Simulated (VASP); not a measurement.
Here is a VASP 6.6.1 calculation.

Contents of INCAR:

```
ALGO     = Normal         # electronic algorithm
EDIFF    = 1E-7           # SCF threshold, eV
ENCUT    = 520            # plane-wave cutoff, eV
ISIF     = 2              # what is computed and relaxed
ISMEAR   = -1             # smearing method
LASPH    = T              # aspherical terms in the spheres
LCHARG   = F              # write CHGCAR
LREAL    = F              # projectors in reciprocal space
LWAVE    = F              # write WAVECAR
NBANDS   = 20             # bands
NELM     = 60             # most SCF steps
PREC     = Accurate       # precision mode
SIGMA    = 0.08           # smearing width, eV
```

KPOINTS

```
k-points
0
Gamma
  13 13 13
```

POSCAR

```
Ga
1.0
    0.0000000000      2.5699415327      2.5699415327
    2.5699415327      0.0000000000      2.5699415327
    2.5699415327      2.5699415327      0.0000000000
Ga
2
Direct
   -0.1250000000     -0.1250000000     -0.1250000000
    0.1250000000      0.1250000000      0.1250000000
```

Potentials or basis: VASP PAW LDA potentials, release 64 (Ga_d).

The run is started by

```bash
$ cat potpaw_LDA.64/Ga_d/POTCAR > POTCAR
$ mpirun -np 1 vasp_std > vasp.out
```

**Question.** Estimate the band gap on the k mesh.

**Answer.** Zero (bands 13 and 14 overlap by 6.13 eV).

**Question.** Estimate the pressure.

**Answer.** 29.6 GPa.

Caveat: the cell stands under pressure.
